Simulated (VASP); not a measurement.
Write the native input for VASP 6.6.1 that does the following.

```yaml
Task: single point
Functional: r2SCAN
Potentials_or_basis: VASP PAW PBE potentials, release 64 (Cu)
Cutoff: 520 eV
k_mesh: 20 × 20 × 20
Occupations: gaussian, width 0.05 eV
Spin: no spin polarisation
Dipole_correction: no
Further_INCAR_settings: ALGO = Normal; EDIFF = 1e-06; NBANDS = 12
```

The system is Cu.

```xyz
1
Lattice="0.0000 1.7886 1.7886 1.7886 0.0000 1.7886 1.7886 1.7886 0.0000" Properties=species:S:1:pos:R:3 pbc="T T T"
Cu    0.0000    0.0000    0.0000
```

These files were run (other wordings do the same):

POSCAR

```
Cu
1.0
    0.0000000000      1.7886387423      1.7886387423
    1.7886387423      0.0000000000      1.7886387423
    1.7886387423      1.7886387423      0.0000000000
Cu
1
Direct
    0.0000000000      0.0000000000      0.0000000000
```

INCAR.step1

```
SYSTEM = Cu
PREC = Accurate
ENCUT = 520
ISMEAR = 0
SIGMA = 0.05
LREAL = .False.
LASPH = .True.
NELM = 60
NBANDS = 12
GGA = PE
ALGO = Normal
EDIFF = 1E-4
LWAVE = .True.
LCHARG = .False.
```

INCAR.step2

```
SYSTEM = Cu
PREC = Accurate
ENCUT = 520
EDIFF = 1E-6
ISMEAR = 0
SIGMA = 0.05
LREAL = .False.
LASPH = .True.
NELM = 60
ALGO = Normal
ISIF = 2
LWAVE = .False.
LCHARG = .False.
METAGGA = R2SCAN
LMIXTAU = .True.
NBANDS = 12
ISTART = 1
```

KPOINTS

```
Automatic mesh
0
Gamma
  20 20 20
  0 0 0
```

Potentials or basis: VASP PAW PBE potentials, release 64 (Cu).

Command:

```console
$ cat potpaw_PBE.64/Cu/POTCAR > POTCAR
$ cp INCAR.step1 INCAR
$ mpirun -np 1 vasp_std > vasp.out
$ cp INCAR.step2 INCAR
$ mpirun -np 1 vasp_std > vasp.out
```

Results of the run:

```
Pressure : 0.4 GPa
```

Caveat: the PAW data sets were made with another functional, which shifts forces and pressure a little.

It took 3.4 min on 1 thread of Intel Xeon 8259CL, on a shared host, peak memory 0.16 GiB.
